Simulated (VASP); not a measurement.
A run of VASP 6.6.1 is set up as follows.

INCAR

```
PREC = Accurate ; ENCUT = 520
EDIFF = 1E-6 ; ISMEAR = 0
SIGMA = 0.05 ; LREAL = F
LASPH = T ; NELM = 100
ALGO = Normal ; ISIF = 2
LWAVE = F ; LCHARG = T
GGA = PE ; IVDW = 12
LELF = T ; LVHAR = T
NBANDS = 11
```

File KPOINTS:

```
Automatic mesh
0
Gamma
  15 15 15
```

Contents of POSCAR:

```
C
1.0
    1.2119157437      0.6996998808      3.3052526588
   -1.2119157437      0.6996998808      3.3052526588
    0.0000000000     -1.3993997617      3.3052526588
C
2
Direct
    0.1684797275      0.1684797275      0.1684797275
    0.8315202725      0.8315202725      0.8315202725
```

Potentials or basis: VASP PAW PBE potentials, release 64 (C).

Run with:

```bash
$ cat potpaw_PBE.64/C/POTCAR > POTCAR
$ mpirun -np 1 vasp_std > vasp.out
```

Problem. What does it give for the largest force?

Solution. 0.610 eV/Å.

Problem. Predict the dispersion energy per atom.

Solution. -0.159 eV.

Stress tensor (GPa, compression positive):
```
25.10  0.00  0.00
 0.00 25.10  0.00
 0.00  0.00  0.32
```
